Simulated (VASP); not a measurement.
# Sb (P2_1/m) in VASP: settings compared

Sb is run at these levels: LDA, PBEsol; tasks: single point.

Program: VASP 6.6.1. These are calculated values, not measurements. Logs are shortened: lines on timing, memory, paths and dates and some standing lists are left out, and cuts for length are marked.

## (1) The cell of the first run

The structure is monoclinic, space group P2_1/m (No. 11). Conventional cell: a = 4.528 Å, b = 4.421 Å, c = 6.500 Å, α = 90.00°, β = 101.72°, γ = 90.00°. Sb (site symmetry m) has 7 Sb at 2.92 to 3.75 Å within 3.8 Å. Sb (site symmetry m) has 7 Sb at 2.92 to 3.74 Å within 3.8 Å.

## (2) Single point, LDA, non-collinear spin, zero start, spin-orbit coupling

The input, INCAR:

```
SYSTEM = Sb
PREC     = Accurate       ! precision mode
ENCUT    = 500            ! plane-wave cutoff, eV
EDIFF    = 1E-6           ! SCF threshold, eV
ISMEAR   = 0              ! smearing method
SIGMA    = 0.1            ! smearing width, eV
LREAL    = .FALSE.        ! projectors in reciprocal space
LASPH    = .TRUE.         ! aspherical terms in the spheres
NELM     = 200            ! most SCF steps
ALGO     = Normal         ! electronic algorithm
ISIF     = 2              ! what is computed and relaxed
LWAVE    = .FALSE.        ! write WAVECAR
LCHARG   = .TRUE.         ! write CHGCAR
LNONCOLLINEAR= .TRUE.         ! non-collinear magnetism
MAGMOM   = 0 0 0 0 0 0 0 0 0 0 0 0 ! initial moments
LORBIT   = 11             ! projections on sites
LSORBIT  = .TRUE.         ! spin-orbit coupling
GGA_COMPAT= .FALSE.      
LORBMOM  = .TRUE.       
GGA      = CA             ! functional
LVHAR    = .TRUE.       
NBANDS   = 74             ! bands
```

The input, KPOINTS:

```
regular mesh
0
G
  5 5 4
  0 0 0
```

The input, POSCAR:

```
Sb
1.0
    4.5277000000      0.0000000000      0.0000000000
    0.0000000000      4.4211000000      0.0000000000
   -1.3205190000      0.0000000000      6.3643480000
Sb
4
Direct
    0.3399300000      0.2500000000      0.6836700000
    0.9366380000      0.7500000000      0.7627580000
    0.0633620000      0.2500000000      0.2372420000
    0.6600700000      0.7500000000      0.3163300000
```

Potentials or basis: VASP PAW LDA potentials, release 64 (Sb_d_GW).

The run is started by

```
cat potpaw_LDA.64/Sb_d_GW/POTCAR > POTCAR
mpirun -np 1 vasp_ncl > vasp.out
```

OUTCAR:

```text
SYSTEM = Sb
   PREC = Accurate
   ENCUT = 500
   EDIFF = 1E-6
   ISMEAR = 0
   LREAL = .FALSE.
   LASPH = .TRUE.
   NELM = 200
   ISIF = 2
   LNONCOLLINEAR = .TRUE.
   LORBIT = 11
   LSORBIT = .TRUE.
   GGA = CA

 ion  position               nearest neighbor table
   1  0.340  0.250  0.684-   3 2.92   2 2.98   2 2.98
   2  0.937  0.750  0.763-   4 2.92   1 2.98   1 2.98
   3  0.063  0.250  0.237-   1 2.92   4 2.98   4 2.98
   4  0.660  0.750  0.316-   2 2.92   3 2.98   3 2.98

  LATTYP: Found a simple monoclinic cell.
 ALAT       =     4.5277000000
 B/A-ratio  =     0.9764560373
 C/A-ratio  =     1.4355853266
 COS(beta)  =    -0.2031599047

  Lattice vectors:

 A1 = (   4.5277000000,   0.0000000000,   0.0000000000)
 A2 = (   0.0000000000,   4.4211000000,   0.0000000000)
 A3 = (  -1.3205190000,   0.0000000000,   6.3643480000)

Analysis of symmetry for initial positions (statically):
=====================================================================
 Subroutine PRICEL returns:
 Original cell was already a primitive cell.

 Routine SETGRP: Setting up the symmetry group for a
 simple monoclinic supercell.

 Subroutine GETGRP returns: Found  4 space group operations
 (whereof  2 operations were pure point group operations)
 out of a pool of  4 trial point group operations.

The static configuration has the point symmetry S_2 .
 The point group associated with its full space group is C_2h.

Analysis of symmetry for dynamics (positions and initial velocities):
=====================================================================
 Subroutine PRICEL returns:
 Original cell was already a primitive cell.

 Routine SETGRP: Setting up the symmetry group for a
 simple monoclinic supercell.

 Subroutine GETGRP returns: Found  4 space group operations
 (whereof  2 operations were pure point group operations)
 out of a pool of  4 trial point group operations.

The dynamic configuration has the point symmetry S_2 .
 The point group associated with its full space group is C_2h.

Analysis of structural, dynamic, and magnetic symmetry:
=====================================================================
 Subroutine PRICEL returns:
 Original cell was already a primitive cell.

[... 2002 lines left out ...]

  FREE ENERGIE OF THE ION-ELECTRON SYSTEM (eV)
  ---------------------------------------------------
  free  energy   TOTEN  =       -19.2535371706 eV

  energy  without entropy=      -19.2498419591  energy(sigma->0) =      -19.25168956

 orbital moment (x)

 # of ion     p       d       f       tot
 ------------------------------------------------
  1         0.000  -0.000  -0.000   0.000
  2         0.000   0.000  -0.000   0.000
  3         0.000   0.000  -0.000   0.000
  4         0.000  -0.000  -0.000   0.000
 ------------------------------------------------
            0.000  -0.000  -0.000   0.000

 orbital moment (y)

 # of ion     p       d       f       tot
 ------------------------------------------------
  1         0.000   0.000   0.000   0.000
  2         0.000   0.000  -0.000   0.000
  3         0.000   0.000  -0.000   0.000
  4         0.000   0.000   0.000   0.000
 ------------------------------------------------
            0.000   0.000  -0.000   0.000

 orbital moment (z)

 # of ion     p       d       f       tot
 ------------------------------------------------
  1         0.000   0.000   0.000   0.000
  2         0.000   0.000   0.000   0.000
  3         0.000   0.000   0.000   0.000
  4         0.000   0.000   0.000   0.000
 ------------------------------------------------
            0.000   0.000   0.000   0.000

 Spin-Orbit-Coupling matrix elements

 Ion:    1  E_soc:     -0.2638902
 l=   1
     0.0000000    -0.0278119    -0.0316460
    -0.0278119     0.0000000    -0.0293017
    -0.0316460    -0.0293017     0.0000000
 l=   2
     0.0000000    -0.0028853     0.0000000    -0.0028894    -0.0114613
    -0.0028853     0.0000000    -0.0086394    -0.0028963    -0.0028806
     0.0000000    -0.0086394     0.0000000    -0.0086455     0.0000000
    -0.0028894    -0.0028963    -0.0086455     0.0000000    -0.0028876
    -0.0114613    -0.0028806     0.0000000    -0.0028876     0.0000000
 l=   3
     0.0000000    -0.0000000     0.0000000     0.0000000     0.0000000    -0.0000000     0.0000000
    -0.0000000     0.0000000    -0.0000000     0.0000000     0.0000000     0.0000000     0.0000000
     0.0000000    -0.0000000     0.0000000     0.0000000    -0.0000000     0.0000000     0.0000000
     0.0000000     0.0000000     0.0000000     0.0000000     0.0000000     0.0000000     0.0000000
[... 49 lines left out ...]
 l=   2
     0.0000000    -0.0028853     0.0000000    -0.0028894    -0.0114613
    -0.0028853     0.0000000    -0.0086394    -0.0028963    -0.0028806
     0.0000000    -0.0086394     0.0000000    -0.0086455     0.0000000
    -0.0028894    -0.0028963    -0.0086455     0.0000000    -0.0028876
    -0.0114613    -0.0028806     0.0000000    -0.0028876     0.0000000
 l=   3
     0.0000000    -0.0000000     0.0000000     0.0000000     0.0000000    -0.0000000     0.0000000
    -0.0000000     0.0000000    -0.0000000     0.0000000     0.0000000     0.0000000     0.0000000
     0.0000000    -0.0000000     0.0000000     0.0000000    -0.0000000     0.0000000     0.0000000
     0.0000000     0.0000000     0.0000000     0.0000000     0.0000000     0.0000000     0.0000000
     0.0000000     0.0000000    -0.0000000     0.0000000     0.0000000     0.0000000     0.0000000
    -0.0000000     0.0000000     0.0000000     0.0000000     0.0000000     0.0000000     0.0000000
     0.0000000     0.0000000     0.0000000     0.0000000     0.0000000     0.0000000     0.0000000

 total charge

# of ion       s       p       d       f       tot
--------------------------------------------------
    1        1.350   1.350   9.987   0.008  12.694
    2        1.367   1.312   9.992   0.008  12.679
    3        1.367   1.312   9.992   0.008  12.679
    4        1.350   1.350   9.987   0.008  12.694
--------------------------------------------------
tot          5.433   5.325  39.959   0.031  50.748

 magnetization (x)

# of ion       s       p       d       f       tot
--------------------------------------------------
    1        0.000   0.000   0.000   0.000   0.000
    2        0.000   0.000   0.000   0.000   0.000
    3        0.000   0.000   0.000   0.000   0.000
    4        0.000   0.000   0.000   0.000   0.000
--------------------------------------------------
tot          0.000   0.000   0.000   0.000   0.000

 magnetization (y)

# of ion       s       p       d       f       tot
--------------------------------------------------
    1        0.000   0.000  -0.000   0.000   0.000
    2        0.000  -0.000  -0.000   0.000  -0.000
    3        0.000  -0.000  -0.000   0.000  -0.000
    4        0.000   0.000  -0.000   0.000   0.000
--------------------------------------------------
tot          0.000   0.000  -0.000   0.000   0.000

 magnetization (z)

# of ion       s       p       d       f       tot
--------------------------------------------------
    1        0.000   0.000   0.000   0.000   0.000
    2        0.000   0.000   0.000   0.000   0.000
    3        0.000   0.000   0.000   0.000   0.000
    4        0.000   0.000   0.000   0.000   0.000
--------------------------------------------------
tot          0.000   0.000   0.000   0.000   0.000
```

stdout:

```text
POSCAR found type information on POSCAR Sb
 POSCAR found :  1 types and       4 ions
 scaLAPACK will be used
 LDA part: xc-table for (Slater(with rela. corr.)+CA(PZ))
 , standard interpolation
 POSCAR, INCAR and KPOINTS ok, starting setup
 FFT: planning ... GRIDC
 FFT: planning ... GRID_SOFT
 FFT: planning ... GRID
 WAVECAR not read
 entering main loop
```

It took 29 min on 1 thread of Intel Xeon Platinum 8259CL at 2.50GHz (Skylake/Cascade Lake), shared host; peak memory 0.6 GiB.

Results:

```
Free energy                                           : -19.2535 eV
Pressure                                              : -3.4 GPa
Largest force                                         : 0.160 eV/Å
Net moment                                            : 0.00 μB per cell
Valence electrons inside the program's atomic spheres : Sb 12.69, 12.68 (each value once)
```

Forces on the atoms (eV/Å):
```
Sb  -0.067  0.000 -0.070
Sb   0.025  0.000 -0.158
Sb  -0.025  0.000  0.158
Sb   0.067  0.000  0.070
```

Stress tensor (GPa, compression positive):
```
-3.48  0.00  0.19
 0.00 -3.63  0.00
 0.19  0.00 -3.20
```

Moments on the atoms (μB; x, y, z):
```
Sb  0.00 0.00 0.00
Sb  0.00 0.00 0.00
Sb  0.00 0.00 0.00
Sb  0.00 0.00 0.00
```

Caveat: the cell stands under tension.

## (3) Single point, PBEsol

The input, INCAR:

```
SYSTEM = Sb
ALGO = Normal ; EDIFF = 1E-6
ENCUT = 520 ; GGA = PS
ISIF = 2 ; ISMEAR = -1
LASPH = .TRUE. ; LCHARG = .TRUE.
LELF = .TRUE. ; LREAL = .FALSE.
LVHAR = .TRUE. ; LWAVE = .FALSE.
NBANDS = 18 ; NELM = 60
PREC = Accurate ; SIGMA = 0.03
```

The input, KPOINTS:

```
k-points
0
G
  4 4 2
  0 0 0
```

POSCAR is that of step 2.

Potentials or basis: VASP PAW PBE potentials, release 64 (Sb).

The run is started by

```
cat potpaw_PBE.64/Sb/POTCAR > POTCAR
mpirun -np 1 vasp_std > vasp.out
```

Wall time 54 s (1 thread of Intel Xeon Platinum 8259CL at 2.50GHz (Skylake/Cascade Lake), shared host); peak memory 0.23 GiB.

It converged, with:

```yaml
Free_energy: -17.8168 eV
Pressure: -2.5 GPa
Largest_force: 0.272 eV/Å
Band_gap_on_the_k_mesh: zero (bands 10 and 11 overlap by 0.20 eV)
```

Forces in eV/Å, atoms in the order of the input:
```
Sb  -0.067  0.000  0.092
Sb   0.258  0.000 -0.085
Sb  -0.258  0.000  0.085
Sb   0.067  0.000 -0.092
```

Stress tensor (GPa, compression positive):
```
-2.98  0.00  0.20
 0.00 -3.43  0.00
 0.20  0.00 -1.02
```

Levels at points of the mesh, in eV from the Fermi level:
| k point | band 8 | band 9 | band 10 | band 11 | band 12 | band 13 |
| --- | --- | --- | --- | --- | --- | --- |
| (0.00, 0.00, 0.00) | -1.91 | -1.14 | 0.08 | 2.23 | 2.91 | 3.16 |
| (0.50, 0.00, 0.00) | -0.88 | -0.68 | -0.48 | 0.51 | 1.31 | 1.51 |
| (0.00, 0.50, 0.00) | -1.18 | -0.88 | -0.88 | 0.63 | 0.63 | 1.52 |
| (0.50, 0.50, 0.00) | -3.29 | -2.07 | -2.07 | 1.02 | 1.02 | 5.21 |
| (0.00, 0.00, 0.50) | -1.89 | -1.51 | -1.35 | 0.85 | 2.06 | 2.38 |
| (0.50, 0.00, 0.50) | -0.79 | -0.66 | -0.49 | -0.13 | 0.98 | 1.27 |
| (0.00, 0.50, 0.50) | -1.40 | -0.63 | -0.63 | 0.33 | 0.33 | 1.16 |
| (0.50, 0.50, 0.50) | -3.62 | -1.05 | -1.05 | 2.14 | 2.14 | 3.77 |

Caveat: the k points lie up to 0.49 Å⁻¹ apart; the PAW data sets were made with another functional, which shifts forces and pressure a little; spin-orbit coupling is left out, which moves the levels of the heavy elements.
